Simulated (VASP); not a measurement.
Wanted: the native input for a VASP 6.6.1 run.

| Quantity | Value |
| --- | --- |
| Task | single point |
| Functional | PBE |
| Potentials or basis | VASP PAW PBE potentials, release 64 (K_sv, Al, Nb_sv) |
| Cutoff | 520 eV |
| k mesh | 4 × 4 × 4 |
| Occupations | gaussian, width 0.1 eV |
| Spin | no spin polarisation |
| Dipole correction | no |
| Further INCAR settings | ALGO = Normal; EDIFF = 1e-06; NBANDS = 26 |

The structure of KNbAl4 lies in POSCAR:

```
KNbAl4
1.0
    0.0000000000      3.7524195300      3.7524195300
    3.7524195300      0.0000000000      3.7524195300
    3.7524195300      3.7524195300      0.0000000000
K Al Nb
1 4 1
Direct
    0.2500000000      0.2500000000      0.2500000000
    0.6258700000      0.6258700000      0.1223900000
    0.6258700000      0.1223900000      0.6258700000
    0.1223900000      0.6258700000      0.6258700000
    0.6258700000      0.6258700000      0.6258700000
    0.0000000000      0.0000000000      0.0000000000
```

One way to write it, as run:

INCAR

```
PREC = Accurate
ENCUT = 520
EDIFF = 1E-6
ISMEAR = 0
SIGMA = 0.1
LREAL = F
LASPH = T
NELM = 80
ALGO = Normal
ISIF = 2
LWAVE = F
LCHARG = F
GGA = PE
NBANDS = 26
```

KPOINTS

```
Automatic mesh
0
Gamma
  4 4 4
```

Potentials or basis: VASP PAW PBE potentials, release 64 (K_sv, Al, Nb_sv).

Command:

```bash
$ cat potpaw_PBE.64/K_sv/POTCAR potpaw_PBE.64/Al/POTCAR potpaw_PBE.64/Nb_sv/POTCAR > POTCAR
$ mpirun -np 1 vasp_std > vasp.out
```

Results of the run:

The pressure is 7.3 GPa and the largest force is 0.076 eV/Å. The band gap on the k mesh is zero (band 17 reaches 7.32 eV, above the bottom of band 18 at 5.29 eV).

Caveat: the k points lie up to 0.36 Å⁻¹ apart.

It took 23 s on 1 thread of Intel(R) Xeon(R) Platinum 8488C (Sapphire Rapids), on a shared host, peak memory 0.25 GiB.
